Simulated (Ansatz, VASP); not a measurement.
# One calculation of TiSiTe4, two programs

INCAR

```
PREC     = Accurate       # precision mode
ENCUT    = 520            # plane-wave cutoff, eV
EDIFF    = 1E-7           # SCF threshold, eV
ISMEAR   = 0              # smearing method
SIGMA    = 0.1            # smearing width, eV
LREAL    = F              # projectors in reciprocal space
LASPH    = T              # aspherical terms in the spheres
NELM     = 60             # most SCF steps
ALGO     = Normal         # electronic algorithm
ISIF     = 2              # what is computed and relaxed
LWAVE    = F              # write WAVECAR
LCHARG   = F              # write CHGCAR
GGA      = PE             # functional
NBANDS   = 29             # bands
```

File KPOINTS:

```
regular mesh
0
Gamma
  4 4 4
```

POSCAR

```
TiSiTe4
1.0
    0.0000000000      4.2293017700      4.2293017700
    4.2293017700      0.0000000000      4.2293017700
    4.2293017700      4.2293017700      0.0000000000
Ti Si Te
1 1 4
Direct
    0.7500000000      0.7500000000      0.7500000000
    0.0000000000      0.0000000000      0.0000000000
    0.3759208700      0.3759208700      0.8722373800
    0.8722373800      0.3759208700      0.3759208700
    0.3759208700      0.3759208700      0.3759208700
    0.3759208700      0.8722373800      0.3759208700
```

Input for Ansatz:

```yaml
crystal:
  lattice:
    - [0.0, 4.22930177, 4.22930177]
    - [4.22930177, 0.0, 4.22930177]
    - [4.22930177, 4.22930177, 0.0]
  atoms:
    - { symbol: Ti, position: [0.75, 0.75, 0.75] }
    - { symbol: Si, position: [0.0, 0.0, 0.0] }
    - { symbol: Te, position: [0.37592087, 0.37592087, 0.87223738] }
    - { symbol: Te, position: [0.87223738, 0.37592087, 0.37592087] }
    - { symbol: Te, position: [0.37592087, 0.37592087, 0.37592087] }
    - { symbol: Te, position: [0.37592087, 0.87223738, 0.37592087] }
basis:
  ecutwfc: 420
kpoints:
  mp_grid: { grid: [4, 4, 4] }
hamiltonian:
  xc: pbe
scf:
  occupations: { method: gaussian, width: 0.1 }
  lower_state_search: "off"
output:
  forces: true
  stress: true
  eigenvalues: true
```

Change from the starting cell: species swapped into the TmCdCu4 type (F-43m, No. 216).

Alike in both runs: task single point; functional PBE; k mesh 4 × 4 × 4; occupations gaussian, width 0.1 eV; no spin polarisation.

|  | VASP | Ansatz |
| --- | --- | --- |
| version | VASP 6.6.1 | Ansatz 0.2.0 |
| potentials or method | VASP PAW PBE potentials, release 64 (Ti_sv, Si, Te), cutoff 520 eV | scalar-relativistic, plane waves, PAW |
| valence electrons in the cell | 40 | 80 |

VASP gave:

```
gap on the k mesh at the Fermi level (eV) : none
pressure (GPa)                            : 6.7
rms of the force components (eV/Å)        : 0.091
```

**Question.** What did Ansatz give for the same quantities?

**Answer.** gap on the k mesh at the Fermi level (eV): none; pressure (GPa): 6.7; rms of the force components (eV/Å): 0.090.

Atom by atom the forces differ by 0.001 eV/Å (rms over components). A gap of «none» marks a metal or a gap that the smearing closes. VASP's potentials hold 40 valence electrons a cell and Ansatz's 80, so a difference there can come from the potentials and not from the codes.

Spin-orbit coupling is off throughout.
